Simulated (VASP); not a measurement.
# ZnS (Cmc2_1) in VASP: a series of runs, part 2 of 2

VASP 6.6.1. Earlier steps stand in the parts before.

## Step 3: Single point, r2SCAN (strain -0.0300 x Voigt [1, 0, 0, 0, 0, 0])

Input file POSCAR:

```
ZnS
1.0
    3.6944748077      0.0000000000      0.0000000000
   -1.8472374039      3.2984629249      0.0000000000
    0.0000000000      0.0000000000     12.4664651431
Zn S
4 4
Direct
    0.0000000000      0.0000000000      0.0001143924
    0.0000000000      0.0000000000      0.5001143924
    0.3333333333      0.6666666667      0.2500706174
    0.6666666667      0.3333333333      0.7500706174
    0.0000000000      0.0000000000      0.1872361436
    0.0000000000      0.0000000000      0.6872361436
    0.3333333333      0.6666666667      0.4375788466
    0.6666666667      0.3333333333      0.9375788466
```

Input file INCAR.step1:

```
PREC = Accurate ; ENCUT = 520
ISMEAR = 0 ; SIGMA = 0.05
LREAL = False ; LASPH = True
NELM = 80 ; NBANDS = 46
GGA = PE ; ALGO = Normal
EDIFF = 1E-4 ; LWAVE = True
LCHARG = False
```

Input file INCAR.step2:

```
PREC = Accurate ; ENCUT = 520
EDIFF = 1E-6 ; ISMEAR = 0
SIGMA = 0.05 ; LREAL = False
LASPH = True ; NELM = 80
ALGO = Normal ; ISIF = 2
LWAVE = False ; LCHARG = False
METAGGA = R2SCAN ; LMIXTAU = True
NBANDS = 46 ; ISTART = 1
```

Input file KPOINTS:

```
Automatic mesh
0
Gamma
  6 6 2
```

Potentials or basis: VASP PAW PBE potentials, release 64 (Zn, S).

The run is started by

```console
cat potpaw_PBE.64/Zn/POTCAR potpaw_PBE.64/S/POTCAR > POTCAR
cp INCAR.step1 INCAR
mpirun -np 1 vasp_std > vasp.out
cp INCAR.step2 INCAR
mpirun -np 1 vasp_std > vasp.out
```

Wall time 5.6 min (1 thread of Intel Xeon 6975P-C (Granite Rapids), shared host); peak memory 0.36 GiB.

The run converged. Its results:

```yaml
Free_energy: -75.3765 eV
Pressure: 2.7 GPa
Largest_force: 0.253 eV/Å
Band_gap_on_the_k_mesh: 2.79 eV
```

Forces on the atoms (eV/Å):
```
Zn   0.000 -0.207  0.130
Zn   0.000  0.207  0.130
Zn   0.000 -0.159  0.110
Zn   0.000  0.159  0.110
S    0.000  0.177 -0.119
S    0.000 -0.177 -0.119
S    0.000 -0.222 -0.121
S    0.000  0.222 -0.121
```

Stress tensor (GPa, compression positive):
```
5.40 0.00 0.00
0.00 1.57 0.00
0.00 0.00 1.00
```

Levels at points of the mesh, in eV from the valence-band top:
| k point | band 34 | band 35 | band 36 | band 37 | band 38 | band 39 |
| --- | --- | --- | --- | --- | --- | --- |
| (0.00, 0.00, 0.00) | -0.17 | -0.13 | 0.00 | 2.79 | 3.79 | 4.02 |
| (0.50, 0.00, 0.00) | -1.84 | -1.33 | -1.12 | 3.58 | 3.60 | 4.02 |
| (0.00, 0.50, 0.00) | -1.65 | -1.30 | -0.91 | 3.63 | 3.75 | 4.34 |
| (0.00, 0.00, 0.50) | -0.28 | -0.15 | -0.15 | 3.64 | 3.64 | 3.92 |
| (0.50, 0.00, 0.50) | -1.73 | -1.36 | -1.36 | 3.92 | 3.92 | 4.35 |
| (0.00, 0.50, 0.50) | -1.73 | -1.14 | -1.14 | 4.16 | 4.16 | 4.59 |

Caveat: the cell differs from its parent crystal (strain -0.0300 x Voigt [1, 0, 0, 0, 0, 0]); the PAW data sets were made with another functional, which shifts forces and pressure a little.

## Step 4: Single point, r2SCAN (strain -0.0200 x Voigt [1, 0, 0, 0, 0, 0])

POSCAR, as its differences from that of step 3:

```diff
@@ -2,4 +2,4 @@
 1.0
-    3.6944748077      0.0000000000      0.0000000000
-   -1.8472374039      3.2984629249      0.0000000000
+    3.7325621769      0.0000000000      0.0000000000
+   -1.8662810884      3.2984629249      0.0000000000
     0.0000000000      0.0000000000     12.4664651431
```

Input file INCAR.step1:

```
SYSTEM = ZnS
ALGO = Normal
EDIFF = 1E-4
ENCUT = 520
GGA = PE
ISMEAR = 0
LASPH = .True.
LCHARG = .False.
LREAL = .False.
LWAVE = .True.
NBANDS = 46
NELM = 60
PREC = Accurate
SIGMA = 0.05
```

Input file INCAR.step2:

```
SYSTEM = ZnS
ALGO = Normal
EDIFF = 1E-7
ENCUT = 520
ISIF = 2
ISMEAR = 0
ISTART = 1
LASPH = .True.
LCHARG = .False.
LMIXTAU = .True.
LREAL = .False.
LWAVE = .False.
METAGGA = R2SCAN
NBANDS = 46
NELM = 60
PREC = Accurate
SIGMA = 0.05
```

Input file KPOINTS:

```
k-points
0
Gamma
  6 6 2
  0 0 0
```

The run is started by

```console
cat potpaw_PBE.64/Zn/POTCAR potpaw_PBE.64/S/POTCAR > POTCAR
cp INCAR.step1 INCAR
mpirun -np 1 vasp_std > vasp.out
cp INCAR.step2 INCAR
mpirun -np 1 vasp_std > vasp.out
```

It took 6.2 min on 1 thread of Intel Xeon 6975P-C (Granite Rapids), shared host; peak memory 0.37 GiB.

Results (log left out):

| Item | Value |
| --- | --- |
| Free energy | -75.4194 eV |
| Pressure | 1.7 GPa |
| Largest force | 0.158 eV/Å |
| Band gap on the k mesh | 2.78 eV |

Forces in eV/Å, atoms in the order of the input:
```
Zn   0.000 -0.131  0.080
Zn   0.000  0.131  0.080
Zn   0.000 -0.099  0.064
Zn   0.000  0.099  0.064
S    0.000  0.110 -0.072
S    0.000 -0.110 -0.072
S    0.000 -0.141 -0.072
S    0.000  0.141 -0.072
```

Stress tensor (GPa, compression positive):
```
3.45 0.00 0.00
0.00 1.00 0.00
0.00 0.00 0.66
```

Levels at points of the mesh, in eV from the valence-band top:
```
           k point  band 34  band 35  band 36  band 37  band 38  band 39
(0.00, 0.00, 0.00)    -0.13    -0.08     0.00     2.78     3.77     4.00
(0.50, 0.00, 0.00)    -1.77    -1.27    -1.04     3.64     3.66     4.08
(0.00, 0.50, 0.00)    -1.65    -1.25    -0.91     3.68     3.76     4.28
(0.00, 0.00, 0.50)    -0.23    -0.15    -0.15     3.62     3.62     3.91
(0.50, 0.00, 0.50)    -1.67    -1.28    -1.28     3.98     3.98     4.40
(0.00, 0.50, 0.50)    -1.67    -1.14    -1.14     4.15     4.15     4.56
```

Caveat: the cell differs from its parent crystal (strain -0.0200 x Voigt [1, 0, 0, 0, 0, 0]); the PAW data sets were made with another functional, which shifts forces and pressure a little.

## Step 5: Single point, r2SCAN (strain -0.0100 x Voigt [1, 0, 0, 0, 0, 0])

POSCAR, as its differences from that of step 4:

```diff
@@ -2,4 +2,4 @@
 1.0
-    3.7325621769      0.0000000000      0.0000000000
-   -1.8662810884      3.2984629249      0.0000000000
+    3.7706495461      0.0000000000      0.0000000000
+   -1.8853247730      3.2984629249      0.0000000000
     0.0000000000      0.0000000000     12.4664651431
```

Input file INCAR.step1:

```
ALGO = Normal
EDIFF = 1E-4
ENCUT = 520
GGA = PE
ISMEAR = 0
LASPH = True
LCHARG = False
LREAL = False
LWAVE = True
NBANDS = 46
NELM = 100
PREC = Accurate
SIGMA = 0.05
```

Input file INCAR.step2:

```
ALGO = Normal
EDIFF = 1E-6
ENCUT = 520
ISIF = 2
ISMEAR = 0
ISTART = 1
LASPH = True
LCHARG = False
LMIXTAU = True
LREAL = False
LWAVE = False
METAGGA = R2SCAN
NBANDS = 46
NELM = 100
PREC = Accurate
SIGMA = 0.05
```

Input file KPOINTS:

```
k-points
0
Gamma
  6 6 2
```

Potentials or basis: VASP PAW PBE potentials, release 64 (Zn, S).

The run is started by

```console
cat potpaw_PBE.64/Zn/POTCAR potpaw_PBE.64/S/POTCAR > POTCAR
cp INCAR.step1 INCAR
mpirun -np 1 vasp_std > vasp.out
cp INCAR.step2 INCAR
mpirun -np 1 vasp_std > vasp.out
```

OUTCAR:

```text
EDIFF = 1E-6
   ENCUT = 520
   ISIF = 2
   ISMEAR = 0
   ISTART = 1
   LASPH = True
   LREAL = False
   METAGGA = R2SCAN
   NELM = 100
   PREC = Accurate

 ion  position               nearest neighbor table
   1  0.000  0.000  0.000-   8 2.32   8 2.32   5 2.33   8 2.33
   2  0.000  0.000  0.500-   7 2.32   7 2.32   6 2.33   7 2.33
   3  0.333  0.667  0.250-   5 2.32   5 2.32   5 2.33   7 2.34
   4  0.667  0.333  0.750-   6 2.32   6 2.32   6 2.33   8 2.34
[... 1395 lines left out ...]
  Total        1.5998318      0.4704472      0.3283212      0.0000000      0.0000000      0.0000000
  in kB       16.5315582      4.8612774      3.3926444      0.0000000      0.0000000      0.0000000
  external PRESSURE =       8.2618267 kB  Pullay stress =       0.0000000 kB

 VOLUME and BASIS-vectors are now :
 -----------------------------------------------------------------------------
  energy-cutoff  :      520.00
  volume of cell :      155.05
      direct lattice vectors                 reciprocal lattice vectors
     3.770649546  0.000000000  0.000000000     0.265206296  0.151585757  0.000000000
    -1.885324773  3.298462925  0.000000000     0.000000000  0.303171514  0.000000000
     0.000000000  0.000000000 12.466465143     0.000000000  0.000000000  0.080215200

 POSITION                                       TOTAL-FORCE (eV/Angst)
 -----------------------------------------------------------------------------------
      0.00000      0.00000      0.00143        -0.000000     -0.060161      0.034941
      0.00000      0.00000      6.23466         0.000000      0.060161      0.034941
     -0.00000      2.19898      3.11750        -0.000000     -0.047580      0.024348
      1.88532      1.09949      9.35073         0.000000      0.047580      0.024348
      0.00000      0.00000      2.33417         0.000000      0.051431     -0.029615
      0.00000      0.00000      8.56741        -0.000000     -0.051431     -0.029615
     -0.00000      2.19898      5.45506        -0.000000     -0.066637     -0.029675
      1.88532      1.09949     11.68829         0.000000      0.066637     -0.029675
 -----------------------------------------------------------------------------------
    total drift:                               -0.000001     -0.000002     -0.058080

  FREE ENERGIE OF THE ION-ELECTRON SYSTEM (eV)
  ---------------------------------------------------
  free  energy   TOTEN  =       -75.4438052461 eV

  energy  without entropy=      -75.4438052461  energy(sigma->0) =      -75.44380525
```

Run time: 15 min. Hardware: 1 thread of Oxide Virtual Turin-like, shared host; peak memory 0.34 GiB.

Results:

```yaml
Free_energy: -75.4438 eV
Pressure: 0.8 GPa
Largest_force: 0.073 eV/Å
Band_gap_on_the_k_mesh: 2.77 eV
```

Forces in eV/Å, atoms in the order of the input:
```
Zn   0.000 -0.060  0.035
Zn   0.000  0.060  0.035
Zn   0.000 -0.048  0.024
Zn   0.000  0.048  0.024
S    0.000  0.051 -0.030
S    0.000 -0.051 -0.030
S    0.000 -0.067 -0.030
S    0.000  0.067 -0.030
```

Stress tensor (GPa, compression positive):
```
1.65 0.00 0.00
0.00 0.49 0.00
0.00 0.00 0.34
```

Levels at points of the mesh, in eV from the valence-band top:
```csv
k point,band 33,band 34,band 35,band 36,band 37,band 38,band 39,band 40
"(0.00, 0.00, 0.00)",-0.48,-0.08,-0.04,0.00,2.77,3.75,3.98,4.23
"(0.50, 0.00, 0.00)",-1.73,-1.70,-1.21,-0.97,3.69,3.71,4.13,4.72
"(0.00, 0.50, 0.00)",-1.66,-1.65,-1.20,-0.91,3.72,3.76,4.23,4.83
"(0.00, 0.00, 0.50)",-0.19,-0.19,-0.15,-0.15,3.60,3.60,3.88,3.88
"(0.50, 0.00, 0.50)",-1.61,-1.61,-1.21,-1.21,4.04,4.04,4.45,4.45
"(0.00, 0.50, 0.50)",-1.61,-1.61,-1.14,-1.14,4.12,4.12,4.53,4.53
```

Caveat: the cell differs from its parent crystal (strain -0.0100 x Voigt [1, 0, 0, 0, 0, 0]); the PAW data sets were made with another functional, which shifts forces and pressure a little.

## Step 6: Summary

| cell | gap on the mesh (eV) | pressure (GPa) | largest force (eV/Å) |
| --- | --- | --- | --- |
| a = 3.656, b = 3.771, c = 12.466 Å, angles 90.0, 90.0, 119.0°, 8 atoms | 2.79 | 3.7 | 0.36 |
| a = 3.694, b = 3.780, c = 12.466 Å, angles 90.0, 90.0, 119.3°, 8 atoms | 2.79 | 2.7 | 0.25 |
| a = 3.733, b = 3.790, c = 12.466 Å, angles 90.0, 90.0, 119.5°, 8 atoms | 2.78 | 1.7 | 0.16 |
| a = 3.771, b = 3.799, c = 12.466 Å, angles 90.0, 90.0, 119.8°, 8 atoms | 2.77 | 0.8 | 0.07 |

Alike in all rows: task single point; level r2SCAN; potentials or basis VASP PAW PBE potentials, release 64 (Zn, S); no spin polarisation; k mesh 6 × 6 × 2; cutoff (eV) 520; smearing gaussian 0.05 eV.

Caveats: the PAW data sets were made with another functional, which shifts forces and pressure a little; the stress differs along the axes, from 1 to 7 GPa (at least some runs).

Total energies depend on the potentials used, so only differences within one code and one set of settings carry meaning.
